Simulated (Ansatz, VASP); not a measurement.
H in VASP and in Ansatz

Contents of INCAR:

```
PREC = Accurate
ENCUT = 520
EDIFF = 1E-6
ISMEAR = 0
SIGMA = 0.05
LREAL = False
LASPH = True
NELM = 60
ALGO = Normal
ISIF = 2
LWAVE = False
LCHARG = False
GGA = PS
NBANDS = 6
```

File KPOINTS:

```
Automatic mesh
0
Gamma
  10 10 26
```

Contents of POSCAR:

```
H
1.0
    2.9146026128      0.0000000000      0.0000000000
    0.0000000000      2.6496387389      0.0000000000
    0.0000000000      0.0000000000      0.9804929200
H
1
Direct
    0.0000000000      0.0000000000      0.5000000000
```

Input for Ansatz:

```yaml
crystal:
  lattice:
    - [2.9146026128, 0.0, 0.0]
    - [0.0, 2.6496387389, 0.0]
    - [0.0, 0.0, 0.98049292]
  atoms:
    - { symbol: H, position: [0.0, 0.0, 0.5] }
basis:
  ecutwfc: 420
kpoints:
  mp_grid: { grid: [10, 10, 26] }
hamiltonian:
  xc: pbesol
scf:
  occupations: { method: gaussian, width: 0.05 }
output:
  forces: true
  stress: true
  eigenvalues: true
```

Change from the starting cell: strain +0.1000 x Voigt [1, 0, 0, 0, 0, 0], atoms carried along.

Alike in both runs: task single point; functional PBEsol; k mesh 10 × 10 × 26; occupations gaussian, width 0.05 eV; no spin polarisation.

|  | VASP | Ansatz |
| --- | --- | --- |
| version | VASP 6.6.1 | Ansatz 0.2.0 |
| potentials or method | VASP PAW PBE potentials, release 64 (H), cutoff 520 eV | scalar-relativistic, plane waves, PAW |
| valence electrons in the cell | 1 | 1 |

Ansatz gave:

* pressure (GPa): 1.4
* traceless stress, the component that is largest in VASP (GPa): -1.02

Q: Which values does VASP return?

A: Pressure (GPa): 1.2; traceless stress, the component that is largest in VASP (GPa): -1.03.

VASP's potentials were made for PBE, not for PBEsol.
